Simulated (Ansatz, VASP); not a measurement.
# Two plane-wave programs on SnSe2

File INCAR:

```
SYSTEM = SnSe2
PREC = Accurate ; ENCUT = 520
EDIFF = 1E-7 ; ISMEAR = 0
SIGMA = 0.05 ; LREAL = .FALSE.
LASPH = .TRUE. ; NELM = 80
ALGO = Normal ; ISIF = 2
LWAVE = .FALSE. ; LCHARG = .TRUE.
GGA = PE ; IVDW = 12
LELF = .TRUE. ; LVHAR = .TRUE.
NBANDS = 35
```

Contents of KPOINTS:

```
Automatic mesh
0
G
  8 8 3
  0 0 0
```

File POSCAR:

```
SnSe2
1.0
   -3.8109987816      0.0000000000      0.0000000000
   -1.9054993908     -3.3004217586      0.0000000000
    0.0000000000      0.0000000000     15.2740000000
Sn Se
2 4
Direct
    0.0000000000      0.0000000000      0.6026908472
    0.0000000000      0.0000000000      0.2008969491
    0.3333333333      0.3333333333      0.7031393217
    0.3333333333      0.3333333333      0.3013454236
    0.6666666667      0.6666666667      0.1004484745
    0.6666666667      0.6666666667      0.5022423727
```

Input for Ansatz:

```yaml
crystal:
  lattice:
    - [-3.8109987816, 0.0, 0.0]
    - [-1.9054993908, -3.3004217586, 0.0]
    - [0.0, 0.0, 15.274]
  atoms:
    - { symbol: Sn, position: [0.0, 0.0, 0.6026908472] }
    - { symbol: Sn, position: [0.0, 0.0, 0.2008969491] }
    - { symbol: Se, position: [0.3333333333, 0.3333333333, 0.7031393217] }
    - { symbol: Se, position: [0.3333333333, 0.3333333333, 0.3013454236] }
    - { symbol: Se, position: [0.6666666667, 0.6666666667, 0.1004484745] }
    - { symbol: Se, position: [0.6666666667, 0.6666666667, 0.5022423727] }
basis:
  ecutwfc: 420
kpoints:
  mp_grid: { grid: [8, 8, 3] }
hamiltonian:
  xc: pbe
  dispersion: d3bj
scf:
  occupations: { method: gaussian, width: 0.05 }
output:
  forces: true
  stress: true
  eigenvalues: true
```

Alike in both runs: task single point; functional PBE; dispersion D3(BJ); k mesh 8 × 8 × 3; occupations gaussian, width 0.05 eV; no spin polarisation.

|  | VASP | Ansatz |
| --- | --- | --- |
| version | VASP 6.6.1 | Ansatz 0.2.0 |
| potentials or method | VASP PAW PBE potentials, release 64 (Sn_d, Se), cutoff 520 eV | scalar-relativistic, plane waves, PAW |
| valence electrons in the cell | 52 | 92 |

|  | VASP | Ansatz | Ansatz less VASP |
| --- | --- | --- | --- |
| gap on the k mesh at the Fermi level (eV) | 0.87 | 0.88 | +0.003 |
| least direct gap on the mesh (eV) | 1.14 | 1.14 | +0.003 |
| pressure (GPa) | 2.4 | 2.4 | -0.06 |
| traceless stress, the component that is largest in VASP (GPa) | 0.81 | 0.80 | -0.004 |
| rms of the force components (eV/Å) | 0.354 | 0.346 | -0.0076 |

Atom by atom the forces differ by 0.008 eV/Å (rms over components). VASP's potentials hold 52 valence electrons a cell and Ansatz's 92, so a difference there can come from the potentials and not from the codes.
